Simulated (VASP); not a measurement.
Input of a VASP 6.6.1 run:

INCAR

```
SYSTEM = Ni
PREC = Accurate ; ENCUT = 520
EDIFF = 1E-6 ; ISMEAR = -1
SIGMA = 0.05 ; LREAL = .FALSE.
LASPH = .TRUE. ; NELM = 150
ALGO = Normal ; ISIF = 2
LWAVE = .FALSE. ; LCHARG = .TRUE.
ISPIN = 2 ; MAGMOM = 1 1
LORBIT = 11 ; LMAXMIX = 4
GGA = PS ; LELF = .TRUE.
LVHAR = .TRUE. ; NBANDS = 21
```

The input KPOINTS:

```
Automatic mesh
0
G
  20 20 11
  0 0 0
```

Contents of POSCAR:

```
Ni
1.0
    2.4461446315      0.0000000000      0.0000000000
   -1.2230723158      2.1184233922      0.0000000000
    0.0000000000      0.0000000000      4.0185732436
Ni
2
Direct
    0.3333333333      0.6666666667      0.2500000000
    0.6666666667      0.3333333333      0.7500000000
```

Potentials or basis: VASP PAW PBE potentials, release 64 (Ni).

The run is started by

```sh
$ cat potpaw_PBE.64/Ni/POTCAR > POTCAR
$ mpirun -np 1 vasp_std > vasp.out
```

Predict the net moment.

1.23 μB per cell.

Estimate the pressure.

-0.2 GPa.

Predict the site moments.

Ni +0.62 μB.

Caveat: the PAW data sets were made with another functional, which shifts forces and pressure a little.
